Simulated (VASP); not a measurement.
Runs of VASP 6.6.1 on Nb3CdB. The structure is that of space group Pm-3m (No. 221), or close to it. The cells are those of the table. The cell was built from a structure type or drawn by symmetry, and may not be a known phase.

```csv
task,cell,k mesh,cutoff (eV),gap on the mesh (eV),pressure (GPa),relaxed volume (Å³/atom)
single point,"a = 4.405 Å, 5 atoms",4 × 4 × 4,520,none,(a),-
single point,"a = 4.403 Å, 5 atoms",8 × 8 × 8,520,none,-0.1,-
single point,"a = 4.130 Å, 5 atoms",4 × 4 × 4,520,none,(b),-
relaxation of cell and atoms,"relaxed from a = 4.130 Å, 5 atoms",4 × 4 × 4,600,none,0.1,17.07
relaxation of cell and atoms,"relaxed from a = 4.405 Å, 5 atoms",8 × 8 × 8,600,none,0.0,17.06
```

Alike in all rows: level PBE; potentials or basis VASP PAW PBE potentials, release 64 (Nb_sv, Cd, B); no spin polarisation; smearing gaussian 0.1 eV.

Problem. Estimate the missing entries.

Solution. (a) -0.2; (b) 44.3.

Caveats: some runs use coarse meshes; the volume moved by over 15 % at a fixed basis, so the end points are rough (at least some runs).

A k mesh can miss the band edges, and the runs leave out spin-orbit coupling on Cd, Nb.

A gap of «none» marks levels without a gap at the run's occupations.
